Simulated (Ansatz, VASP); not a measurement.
## CaI in VASP and in Ansatz

```xyz
2
Lattice="4.1468 0.0000 0.0000 -2.0734 3.5913 0.0000 0.0000 0.0000 4.5762" Properties=species:S:1:pos:R:3 pbc="T T T"
Ca    0.0000    0.0000    2.2881
I     2.0734    1.1971    0.0000
```

Alike in both runs: task relaxation of cell and atoms; functional PBE; dispersion D3(BJ); k mesh 8 × 8 × 7; occupations fermi-dirac, width 0.1 eV; no spin polarisation.

|  | VASP | Ansatz |
| --- | --- | --- |
| version | VASP 6.6.1 | Ansatz 0.2.0 |
| potentials or method | VASP PAW PBE potentials, release 64 (Ca_sv, I), cutoff 600 eV | plane waves, PAW |
| valence electrons in the cell | 17 | 27 |

|  | VASP | Ansatz | Ansatz less VASP |
| --- | --- | --- | --- |
| relaxed volume (Å³/atom) | 31.72 | 31.64 | -0.080 |
| relaxed length of the cell vector where the two differ most in proportion (Å) | 4.472 | 4.464 | -0.0083 |

VASP's potentials hold 17 valence electrons a cell and Ansatz's 27, so a difference there can come from the potentials and not from the codes.

Neither program's run includes spin-orbit coupling.
